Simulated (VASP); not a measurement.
# TiAl in VASP: notebook

The runs below take TiAl through single point, with PBEsol.

Program: VASP 6.6.1. These are calculated values, not measurements. Logs are shortened: lines on timing, memory, paths and dates and some standing lists are left out, and cuts for length are marked.

**1. The cell of the first run**

Symmetry: Pm-3m, No. 221, cubic system. Conventional cell: a = 3.109 Å, b = 3.109 Å, c = 3.109 Å, α = 90.00°, β = 90.00°, γ = 90.00°. Ti (site symmetry m-3m) has 8 Al at 2.69 Å and 6 Ti at 3.11 Å within 3.6 Å. Al (site symmetry m-3m) has 8 Ti at 2.69 Å and 6 Al at 3.11 Å within 3.6 Å.

**2. Single point, PBEsol (strain -0.015 along x and y, -0.015 along z)**

Contents of INCAR:

```
SYSTEM = TiAl
PREC = Accurate
ENCUT = 520
EDIFF = 1E-6
ISMEAR = 0
SIGMA = 0.15
LREAL = .FALSE.
LASPH = .TRUE.
NELM = 100
ALGO = Normal
ISIF = 2
LWAVE = .FALSE.
LCHARG = .FALSE.
GGA = PS
NBANDS = 14
```

Contents of KPOINTS:

```
Automatic mesh
0
G
  20 20 20
  0 0 0
```

Contents of POSCAR:

```
TiAl
1.0
    3.1091269662      0.0000000000      0.0000000000
    0.0000000000      3.1091269662      0.0000000000
    0.0000000000      0.0000000000      3.1091269662
Ti Al
1 1
Direct
    0.0000000000      0.0000000000      0.0000000000
    0.5000000000      0.5000000000      0.5000000000
```

Potentials or basis: VASP PAW PBE potentials, release 64 (Ti_sv, Al).

Started as:

```sh
$ cat potpaw_PBE.64/Ti_sv/POTCAR potpaw_PBE.64/Al/POTCAR > POTCAR
$ mpirun -np 1 vasp_std > vasp.out
```

OUTCAR:

```text
SYSTEM = TiAl
   PREC = Accurate
   ENCUT = 520
   EDIFF = 1E-6
   ISMEAR = 0
   LREAL = .FALSE.
   LASPH = .TRUE.
   NELM = 100
   ISIF = 2
   GGA = PS

 ion  position               nearest neighbor table
   1  0.000  0.000  0.000-   2 2.69   2 2.69   2 2.69   2 2.69   2 2.69   2 2.69   2 2.69   2 2.69

   2  0.500  0.500  0.500-   1 2.69   1 2.69   1 2.69   1 2.69   1 2.69   1 2.69   1 2.69   1 2.69

  LATTYP: Found a simple cubic cell.
 ALAT       =     3.1091269662

  Lattice vectors:

 A1 = (   3.1091269662,   0.0000000000,   0.0000000000)
 A2 = (   0.0000000000,   3.1091269662,   0.0000000000)
 A3 = (   0.0000000000,   0.0000000000,   3.1091269662)

Analysis of symmetry for initial positions (statically):
=====================================================================
 Subroutine PRICEL returns:
 Original cell was already a primitive cell.

 Routine SETGRP: Setting up the symmetry group for a
 simple cubic supercell.

 Subroutine GETGRP returns: Found 48 space group operations
 (whereof 48 operations were pure point group operations)
 out of a pool of 48 trial point group operations.

The static configuration has the point symmetry O_h .

Analysis of symmetry for dynamics (positions and initial velocities):
=====================================================================
 Subroutine PRICEL returns:
 Original cell was already a primitive cell.

 Routine SETGRP: Setting up the symmetry group for a
 simple cubic supercell.

 Subroutine GETGRP returns: Found 48 space group operations
 (whereof 48 operations were pure point group operations)
 out of a pool of 48 trial point group operations.

The dynamic configuration has the point symmetry O_h .

 Subroutine INISYM returns: Found 48 space group operations
 (whereof 48 operations are pure point group operations),
 and found     1 'primitive' translations

----------------------------------------------------------------------------------------

                                     Primitive cell

  volume of cell :      30.0549

  direct lattice vectors                    reciprocal lattice vectors
     3.109126966  0.000000000  0.000000000     0.321633697  0.000000000  0.000000000
     0.000000000  3.109126966  0.000000000     0.000000000  0.321633697  0.000000000
     0.000000000  0.000000000  3.109126966     0.000000000  0.000000000  0.321633697

  length of vectors
     3.109126966  3.109126966  3.109126966     0.321633697  0.321633697  0.321633697

  position of ions in fractional coordinates (direct lattice)
[... 91 lines left out ...]
   NUPDOWN=      -1.0000    fix difference up-down
   EMIN   =  10.00;   EMAX   =-10.00  energy-range for DOS
   EFERMI =   0.00;   METHOD = LEGACY
   ISMEAR =     0;   SIGMA  =   0.15  broadening in eV -4-tet -1-fermi 0-gaus
   EFERMI_NEDOS =   21; number of points for ismear=-14 and -15
   IALGO  =     38    algorithm
   IMIX   =      4    mixing-type and parameters
     AMIX     =   0.40;   BMIX     =  1.00
     AMIX_MAG =   1.60;   BMIX_MAG =  1.00
  volume/ion in A,a.u.               =      15.03       101.41
  Fermi-wavevector in a.u.,A,eV,Ry     =   1.298574  2.453950 22.943438  1.686295
  Thomas-Fermi vector in A             =   2.429894
   LORBIT       =      0    0 simple, 1 ext, 2 COOP (PROOUT), +10 PAW based schemes
   GGA     = PS    functional components
   LHFCALC =     F    Hartree Fock is set to
   AEXX    =    0.0000 exact exchange contribution
   IVDW    =     0    specifies the selected vdW correction
   LEPSILON=     F    determine dielectric tensor
   LRPA    =     F    only Hartree local field effects (RPA)
 non-spin polarized calculation
 Gauss-broadening in eV      SIGMA  =   0.15
  energy-cutoff  :      520.00
  volume of cell :       30.05
 maximum number of plane-waves:       840
 NGX is ok and might be reduce to    24
   NGX = 11   NGY = 11   NGZ = 11

 number of electron      15.0000001 magnetization

 Free energy of the ion-electron system (eV)
  ---------------------------------------------------
  ext. energy  EPLUGINS =         0.00000000
  ---------------------------------------------------
  free energy    TOTEN  =       -12.95542639 eV

  energy without entropy =      -12.92967887  energy(sigma->0) =      -12.94255263

 E-fermi :   9.3976     XC(G=0): -11.4826

 val. band max:        9.3920928165   @ k =   0.3500   0.2000   0.1000
 cond. band min:       9.3978161831   @ k =   0.4000   0.2000   0.2000
 fundamental gap:      0.0057233666
 Fermi energy:         9.3976394660

 k-point     1 :       0.0000    0.0000    0.0000
  band No.  band energies     occupation
      1     -47.1284      2.00000
      2     -23.4245      2.00000
      3     -23.4245      2.00000
      4     -23.4245      2.00000
      5      -0.1554      2.00000
      6       7.7980      2.00000
      7       7.7980      2.00000
      8      11.3421      0.00000
      9      11.3421      0.00000
     10      11.3421      0.00000
     11      14.1493      0.00000
     12      14.1493      0.00000
     13      14.1493      0.00000
     14      18.6314      0.00000
[... 377 lines left out ...]
      1     -47.1194      2.00000
      2     -23.5001      2.00000
      3     -23.4388      2.00000
      4     -23.4158      2.00000
      5       0.6697      2.00000
      6       7.4060      2.00000
      7       8.0407      2.00000
      8      10.1987      0.00000
      9      10.5215      0.00000
     10      11.2224      0.00000
     11      12.9146      0.00000
     12      14.7270      0.00000
     13      15.7808      0.00000
     14      18.1189      0.00000

 [... further k-points ...]

------------------------ aborting loop because EDIFF is reached ----------------------------------------

  FORCE on cell =-STRESS in cart. coord.  units (eV):
  Direction    XX          YY          ZZ          XY          YZ          ZX
  --------------------------------------------------------------------------------------
  -------------------------------------------------------------------------------------
  Total        1.1145058      1.1145058      1.1145058     -0.0000000      0.0000000     -0.0000000
  in kB       59.4124602     59.4124602     59.4124602     -0.0000000      0.0000000     -0.0000000
  external PRESSURE =      59.4124602 kB  Pullay stress =       0.0000000 kB

 VOLUME and BASIS-vectors are now :
 -----------------------------------------------------------------------------
  energy-cutoff  :      520.00
  volume of cell :       30.05
      direct lattice vectors                 reciprocal lattice vectors
     3.109126966  0.000000000  0.000000000     0.321633697  0.000000000  0.000000000
     0.000000000  3.109126966  0.000000000     0.000000000  0.321633697  0.000000000
     0.000000000  0.000000000  3.109126966     0.000000000  0.000000000  0.321633697

 POSITION                                       TOTAL-FORCE (eV/Angst)
 -----------------------------------------------------------------------------------
      0.00000      0.00000      0.00000         0.000000      0.000000      0.000000
      1.55456      1.55456      1.55456         0.000000      0.000000      0.000000
 -----------------------------------------------------------------------------------
    total drift:                               -0.000000      0.000000      0.000000

  FREE ENERGIE OF THE ION-ELECTRON SYSTEM (eV)
  ---------------------------------------------------
  free  energy   TOTEN  =       -12.9554263883 eV

  energy  without entropy=      -12.9296788697  energy(sigma->0) =      -12.94255263
```

OSZICAR:

```text
N       E                     dE             d eps       ncg     rms          rms(c)
DAV:   1     0.996968988532E+02    0.99697E+02   -0.71332E+03  8028   0.110E+03
DAV:   2    -0.907621074453E+01   -0.10877E+03   -0.10472E+03  8236   0.303E+02
DAV:   3    -0.144529402461E+02   -0.53767E+01   -0.52193E+01 12080   0.645E+01
DAV:   4    -0.146099243158E+02   -0.15698E+00   -0.15643E+00  8964   0.975E+00
DAV:   5    -0.146151695427E+02   -0.52452E-02   -0.52440E-02 11490   0.171E+00    0.109E+01
DAV:   6    -0.130043246124E+02    0.16108E+01   -0.47798E+00  9126   0.308E+01    0.278E+00
DAV:   7    -0.129647645603E+02    0.39560E-01   -0.31418E-01  8942   0.739E+00    0.191E+00
DAV:   8    -0.129567788005E+02    0.79858E-02   -0.49615E-02 11178   0.209E+00    0.524E-01
DAV:   9    -0.129553277568E+02    0.14510E-02   -0.79418E-03  9400   0.122E+00    0.186E-01
DAV:  10    -0.129554187260E+02   -0.90969E-04   -0.45875E-04  8964   0.274E-01    0.401E-02
DAV:  11    -0.129554277920E+02   -0.90659E-05   -0.12210E-04 11452   0.104E-01    0.161E-02
DAV:  12    -0.129554265701E+02    0.12219E-05   -0.35954E-06  9004   0.237E-02    0.703E-03
DAV:  13    -0.129554263883E+02    0.18182E-06   -0.85948E-07  6050   0.709E-03
   1 F= -.12955426E+02 E0= -.12942553E+02  d E =-.257475E-01
```

stdout:

```text
POSCAR found type information on POSCAR TiAl
 POSCAR found :  2 types and       2 ions
 scaLAPACK will be used
 -----------------------------------------------------------------------------
|                                                                             |
|                                                                             |
|     You enforced a specific xc type in the INCAR file but a different       |
|     I HOPE YOU KNOW WHAT YOU ARE DOING!                                     |
|                                                                             |
 -----------------------------------------------------------------------------

 LDA part: xc-table for (Slater+PW92), standard interpolation
 POSCAR, INCAR and KPOINTS ok, starting setup
 FFT: planning ... GRIDC
 FFT: planning ... GRID_SOFT
 FFT: planning ... GRID
 WAVECAR not read
 entering main loop
```

Wall time 67 s (1 thread of AMD EPYC 7R13 (Zen 3), shared host); peak memory 0.21 GiB.

Results:

* Free energy: -12.9554 eV
* Pressure: 5.9 GPa
* Band gap on the k mesh: zero (an odd number of electrons rules out a gap without spin polarisation)

Caveat: the cell differs from its parent crystal (strain -0.015 along x and y, -0.015 along z); the cell stands under pressure; the PAW data sets were made with another functional, which shifts forces and pressure a little.

**3. Single point, PBEsol (strain +0.015 along x and y, +0.015 along z)**

Contents of INCAR:

```
PREC     = Accurate       # precision mode
ENCUT    = 520            # plane-wave cutoff, eV
EDIFF    = 1E-7           # SCF threshold, eV
ISMEAR   = 0              # smearing method
SIGMA    = 0.15           # smearing width, eV
LREAL    = F              # projectors in reciprocal space
LASPH    = T              # aspherical terms in the spheres
NELM     = 100            # most SCF steps
ALGO     = Normal         # electronic algorithm
ISIF     = 2              # what is computed and relaxed
LWAVE    = F              # write WAVECAR
LCHARG   = F              # write CHGCAR
GGA      = PS             # functional
NBANDS   = 14             # bands
```

Contents of KPOINTS:

```
regular mesh
0
Gamma
  20 20 20
```

Contents of POSCAR:

```
TiAl
1.0
    3.2038211886      0.0000000000      0.0000000000
    0.0000000000      3.2038211886      0.0000000000
    0.0000000000      0.0000000000      3.2038211886
Ti Al
1 1
Direct
    0.0000000000      0.0000000000      0.0000000000
    0.5000000000      0.5000000000      0.5000000000
```

Potentials or basis: VASP PAW PBE potentials, release 64 (Ti_sv, Al).

Started as:

```sh
$ cat potpaw_PBE.64/Ti_sv/POTCAR potpaw_PBE.64/Al/POTCAR > POTCAR
$ mpirun -np 1 vasp_std > vasp.out
```

OUTCAR:

```text
PREC = Accurate
   ENCUT = 520
   EDIFF = 1E-7
   ISMEAR = 0
   LREAL = F
   LASPH = T
   NELM = 100
   ISIF = 2
   GGA = PS

 ion  position               nearest neighbor table
   1  0.000  0.000  0.000-   2 2.77   2 2.77   2 2.77   2 2.77   2 2.77   2 2.77   2 2.77   2 2.77

   2  0.500  0.500  0.500-   1 2.77   1 2.77   1 2.77   1 2.77   1 2.77   1 2.77   1 2.77   1 2.77

  LATTYP: Found a simple cubic cell.
 ALAT       =     3.2038211886

  Lattice vectors:

[... 593 lines left out ...]

 [... further k-points ...]

------------------------ aborting loop because EDIFF is reached ----------------------------------------

  FORCE on cell =-STRESS in cart. coord.  units (eV):
  Direction    XX          YY          ZZ          XY          YZ          ZX
  --------------------------------------------------------------------------------------
  -------------------------------------------------------------------------------------
  Total       -0.9756999     -0.9756999     -0.9756999      0.0000000      0.0000000      0.0000000
  in kB      -47.5359341    -47.5359341    -47.5359341      0.0000000      0.0000000      0.0000000
  external PRESSURE =     -47.5359341 kB  Pullay stress =       0.0000000 kB

 VOLUME and BASIS-vectors are now :
 -----------------------------------------------------------------------------
  energy-cutoff  :      520.00
  volume of cell :       32.89
      direct lattice vectors                 reciprocal lattice vectors
     3.203821189  0.000000000  0.000000000     0.312127282  0.000000000  0.000000000
     0.000000000  3.203821189  0.000000000     0.000000000  0.312127282  0.000000000
     0.000000000  0.000000000  3.203821189     0.000000000  0.000000000  0.312127282

 POSITION                                       TOTAL-FORCE (eV/Angst)
 -----------------------------------------------------------------------------------
      0.00000      0.00000      0.00000         0.000000      0.000000      0.000000
      1.60191      1.60191      1.60191         0.000000      0.000000      0.000000
 -----------------------------------------------------------------------------------
    total drift:                               -0.000000      0.000000      0.000000

  FREE ENERGIE OF THE ION-ELECTRON SYSTEM (eV)
  ---------------------------------------------------
  free  energy   TOTEN  =       -12.9595138328 eV

  energy  without entropy=      -12.9306327280  energy(sigma->0) =      -12.94507328
```

stdout:

```text
POSCAR found type information on POSCAR TiAl
 POSCAR found :  2 types and       2 ions
 scaLAPACK will be used
 -----------------------------------------------------------------------------
|                                                                             |
|                                                                             |
|     You enforced a specific xc type in the INCAR file but a different       |
|     I HOPE YOU KNOW WHAT YOU ARE DOING!                                     |
|                                                                             |
 -----------------------------------------------------------------------------

 LDA part: xc-table for (Slater+PW92), standard interpolation
 POSCAR, INCAR and KPOINTS ok, starting setup
 FFT: planning ... GRIDC
 FFT: planning ... GRID_SOFT
 FFT: planning ... GRID
 WAVECAR not read
 entering main loop
```

Wall time 73 s (1 thread of AMD EPYC 7R13 (Zen 3), shared host); peak memory 0.22 GiB.

Results:

```yaml
Free_energy: -12.9595 eV
Pressure: -4.8 GPa
Band_gap_on_the_k_mesh: zero (an odd number of electrons rules out a gap without spin polarisation)
```

Caveat: the cell differs from its parent crystal (strain +0.015 along x and y, +0.015 along z); the cell stands under tension; the PAW data sets were made with another functional, which shifts forces and pressure a little.

**4. Single point, PBEsol (strain -0.030 along x and y, -0.015 along z)**

Contents of INCAR:

```
SYSTEM = TiAl
PREC = Accurate
ENCUT = 520
EDIFF = 1E-6
ISMEAR = 0
SIGMA = 0.15
LREAL = .False.
LASPH = .True.
NELM = 100
ALGO = Fast
ISIF = 2
LWAVE = .False.
LCHARG = .False.
GGA = PS
NBANDS = 14
```

Contents of KPOINTS:

```
Automatic mesh
0
Gamma
  20 20 20
  0 0 0
```

Contents of POSCAR:

```
TiAl
1.0
    3.0617798551      0.0000000000      0.0000000000
    0.0000000000      3.0617798551      0.0000000000
    0.0000000000      0.0000000000      3.1091269662
Ti Al
1 1
Direct
    0.0000000000      0.0000000000      0.0000000000
    0.5000000000      0.5000000000      0.5000000000
```

Started as:

```sh
$ cat potpaw_PBE.64/Ti_sv/POTCAR potpaw_PBE.64/Al/POTCAR > POTCAR
$ mpirun -np 1 vasp_std > vasp.out
```

It took 5.6 min on 1 thread of AMD EPYC 7R13 (Zen 3), shared host; peak memory 0.37 GiB.

The run converged. Its results:

```
Free energy            : -12.9097 eV
Pressure               : 10.6 GPa
Band gap on the k mesh : zero (an odd number of electrons rules out a gap without spin polarisation)
```

Stress tensor (GPa, compression positive):
```
10.32  0.00  0.00
 0.00 10.32  0.00
 0.00  0.00 11.30
```

Levels at points of the mesh, in eV from the Fermi level:
| k point | band 3 | band 4 | band 5 | band 6 | band 7 | band 8 | band 9 | band 10 | band 11 | band 12 |
| --- | --- | --- | --- | --- | --- | --- | --- | --- | --- | --- |
| (0.00, 0.00, 0.00) | -32.74 | -32.74 | -9.69 | -1.70 | -1.66 | 1.99 | 1.99 | 2.08 | 4.62 | 5.07 |
| (0.50, 0.00, 0.00) | -32.74 | -32.72 | -6.07 | -5.46 | -0.64 | 0.03 | 0.23 | 2.25 | 3.51 | 6.62 |
| (0.50, 0.50, 0.00) | -32.96 | -32.72 | -5.22 | -2.04 | -2.04 | -1.57 | 0.66 | 0.66 | 3.19 | 5.46 |
| (0.00, 0.00, 0.50) | -32.72 | -32.72 | -6.23 | -5.49 | -0.68 | 0.22 | 0.22 | 2.30 | 3.32 | 6.64 |
| (0.50, 0.00, 0.50) | -32.96 | -32.70 | -5.31 | -2.17 | -2.07 | -1.61 | 0.77 | 0.81 | 3.11 | 5.30 |
| (0.50, 0.50, 0.50) | -32.93 | -32.92 | -3.40 | -3.40 | -3.40 | 1.25 | 3.16 | 3.17 | 3.24 | 3.24 |

Caveat: the cell differs from its parent crystal (strain -0.030 along x and y, -0.015 along z); the cell stands under pressure; the PAW data sets were made with another functional, which shifts forces and pressure a little.

**5. Overview**

| cell | gap on the mesh (eV) | pressure (GPa) |
| --- | --- | --- |
| a = 3.109 Å, 2 atoms | none | 5.9 |
| a = 3.204 Å, 2 atoms | none | -4.8 |
| a = 3.062, b = 3.062, c = 3.109 Å, 2 atoms | none | 10.6 |

Alike in all rows: task single point; level PBEsol; potentials or basis VASP PAW PBE potentials, release 64 (Ti_sv, Al); no spin polarisation; k mesh 20 × 20 × 20; cutoff (eV) 520; smearing gaussian 0.15 eV.

Caveats: the PAW data sets were made with another functional, which shifts forces and pressure a little; the cell stands under pressure (at least some runs); the cell stands under tension (at least some runs).

Absolute energies hang on the potentials; compare differences alone.
